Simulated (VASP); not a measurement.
# Pd: relaxation of volume and atoms at fixed shape with r2SCAN

The system is Pd.

```
Pd
1.0
     0.00000    1.94650    1.94650
     1.94650    0.00000    1.94650
     1.94650    1.94650    0.00000
Pd
1
Direct
  0.00000 0.00000 0.00000
```

```yaml
Program: VASP 6.6.1
Task: relaxation of volume and atoms at fixed shape
Functional: r2SCAN
Potentials_or_basis: VASP PAW PBE potentials, release 64 (Pd)
Cutoff: 600 eV
k_mesh: 19 × 19 × 19
Occupations: gaussian, width 0.1 eV
Spin: no spin polarisation
Dipole_correction: no
Further_INCAR_settings: ALGO = Normal; EDIFF = 1e-06; IBRION = 2; EDIFFG = -0.03; NSW = 80; ISIF = 8
```

- Relaxed volume: 14.99 Å³/atom
- Relaxed cell: a = 2.767 Å, b = 2.767 Å, c = 2.767 Å, α = 60.00°, β = 60.00°, γ = 60.00°
- Space group after relaxing (to 0.05 Å): Fm-3m (No. 225)
- Energy gained by relaxing: 2.2 meV/atom
- Ionic steps: 3
- Pressure after relaxing: 0.1 GPa
- Band gap on the k mesh: zero (band 5 reaches 9.64 eV, above the bottom of band 6 at 8.02 eV)

The path:
| step | energy change (eV) | largest force (eV/Å) | pressure (GPa) | volume (Å³) |
| --- | --- | --- | --- | --- |
| 1 | 0.0000 | 0.0000 | 3.07 | 14.75 |
| 2 | 0.0031 | 0.0000 | -4.35 | 15.36 |
| 3 | -0.0022 | 0.0000 | 0.06 | 14.99 |

Final structure:
```xyz
1
Lattice="0.0000 1.9568 1.9568 1.9568 0.0000 1.9568 1.9568 1.9568 0.0000" Properties=species:S:1:pos:R:3 pbc="T T T"
Pd    0.0000    0.0000    0.0000
```

Levels at points of the mesh, in eV from the Fermi level:
```tsv
k point	band 3	band 4	band 5	band 6	band 7	band 8
(0.00, 0.00, 0.00)	-2.86	-2.86	-1.29	-1.29	17.99	22.53
```

Run time: 2.9 min on 1 thread of Intel Xeon 6975P-C, on a shared host, peak memory 0.19 GiB.

Caveat: the PAW data sets were made with another functional, which shifts forces and pressure a little. Zero-point motion and thermal expansion aren't in these numbers.
